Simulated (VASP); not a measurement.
Zn: single point with PBE

The system is Zn.

```
Zn
1.0
     3.32130    0.00000    0.00085
     0.00000    5.25967    0.00000
    -1.65328    0.00000    2.92842
Zn
2
Direct
  0.62004 0.25000 0.77903
  0.37996 0.75000 0.22097
```

This cell differs from its parent crystal: Hg replaced by Zn, lengths x 0.955, strained.

```
Program                : VASP 6.6.1
Task                   : single point
Functional             : PBE
Potentials or basis    : VASP PAW PBE potentials, release 64 (Zn)
Cutoff                 : 520 eV
k mesh                 : 14 × 8 × 14
Occupations            : gaussian, width 0.1 eV
Spin                   : no spin polarisation
Dipole correction      : no
Further INCAR settings : ALGO = Fast; EDIFF = 1e-07; NBANDS = 19
```

| Quantity | Value |
| --- | --- |
| Pressure | -6.9 GPa |
| Largest force | 0.029 eV/Å |
| Band gap on the k mesh | zero (bands 12 and 13 overlap by 1.48 eV) |

Forces in eV/Å, atoms in the order of the input:
```
Zn  -0.004  0.000 -0.029
Zn   0.004  0.000  0.029
```

Stress tensor (GPa, compression positive):
```
-6.61  0.00  0.12
 0.00 -7.25  0.00
 0.12  0.00 -6.88
```

Levels at points of the mesh, in eV from the Fermi level:
| k point | band 9 | band 10 | band 11 | band 12 | band 13 | band 14 | band 15 | band 16 |
| --- | --- | --- | --- | --- | --- | --- | --- | --- |
| (0.00, 0.00, 0.00) | -6.50 | -6.47 | -6.37 | -1.42 | -0.84 | 9.24 | 10.34 | 10.81 |
| (0.50, 0.00, 0.00) | -6.39 | -6.38 | -2.61 | -1.60 | 2.54 | 2.83 | 3.07 | 5.66 |
| (0.00, 0.50, 0.00) | -6.45 | -6.45 | -5.42 | -5.42 | 5.79 | 5.79 | 10.52 | 10.52 |
| (0.50, 0.50, 0.00) | -6.40 | -6.40 | -1.38 | -1.38 | -0.06 | -0.06 | 7.28 | 7.28 |
| (0.00, 0.00, 0.50) | -6.40 | -6.39 | -2.38 | -2.21 | 2.67 | 2.90 | 3.72 | 4.23 |
| (0.50, 0.00, 0.50) | -6.41 | -6.39 | -2.48 | -1.76 | 2.65 | 3.04 | 3.17 | 5.20 |
| (0.00, 0.50, 0.50) | -6.37 | -6.37 | -1.13 | -1.13 | -0.58 | -0.58 | 7.66 | 7.66 |
| (0.50, 0.50, 0.50) | -6.38 | -6.38 | -1.21 | -1.21 | -0.22 | -0.22 | 7.14 | 7.14 |

Run time: 4.4 min on 1 thread of AMD EPYC 9R45 96-Core Processor (Zen 5) (shared host), peak memory 0.45 GiB.

Caveat: the cell differs from its parent crystal (Hg replaced by Zn, lengths x 0.955, strained); the cell stands under tension.
